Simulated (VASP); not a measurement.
Input of a VASP 6.6.1 run:

Contents of INCAR:

```
SYSTEM = Ga8Se5S3
ALGO = Normal
EDIFF = 1E-7
ENCUT = 520
GGA = PE
ISIF = 2
ISMEAR = 0
IVDW = 12
LASPH = .True.
LCHARG = .False.
LREAL = Auto
LWAVE = .False.
NBANDS = 90
NELM = 80
PREC = Accurate
SIGMA = 0.02
```

Contents of KPOINTS:

```
k-points
0
Gamma
  4 4 1
  0 0 0
```

The input POSCAR:

```
Ga8Se5S3
1.0
    7.4029639846     -0.0014355275      0.0155309844
   -1.8513626029      3.2066540855      0.0000000000
    0.0334914977      0.0193363252     15.8204002172
Ga Se S
8 5 3
Direct
    0.1643210027      0.6643210027      0.1720604839
    0.6764387899      0.6764387899      0.1718367897
    0.3333382618      0.3333382618      0.6746855526
    0.8293848023      0.3293848023      0.6749407002
    0.1624456303      0.6624456303      0.3264153669
    0.6743875999      0.6743875999      0.3267704461
    0.3351934997      0.3351934997      0.8289636551
    0.8243317295      0.3243317295      0.8295336484
    0.1647311387      0.6647311387      0.5993995561
    0.6666057023      0.6666057023      0.5974923911
    0.3385525716      0.3385525716      0.0970678231
    0.1620269170      0.6620269170      0.9045227500
    0.3343966317      0.3343966317      0.4016682145
    0.8374066679      0.3374066679      0.1049906713
    0.6622819505      0.6622819505      0.8960407401
    0.8341571039      0.3341571039      0.3936112111
```

Potentials or basis: VASP PAW PBE potentials, release 64 (Ga_d, Se, S).

Command:

```sh
$ cat potpaw_PBE.64/Ga_d/POTCAR potpaw_PBE.64/Se/POTCAR potpaw_PBE.64/S/POTCAR > POTCAR
$ mpirun -np 1 vasp_std > vasp.out
```

(1) Predict the dispersion energy per atom.

(2) Predict the band gap on the k mesh.

(3) Predict the pressure.

(4) Estimate the largest force.

## Answers

(1) -0.283 eV.

(2) 1.12 eV.

(3) 0.2 GPa.

(4) 0.030 eV/Å.

Caveat: the k points lie up to 0.42 Å⁻¹ apart; an odd mesh through Γ misses points on the zone boundary, where band edges can lie.
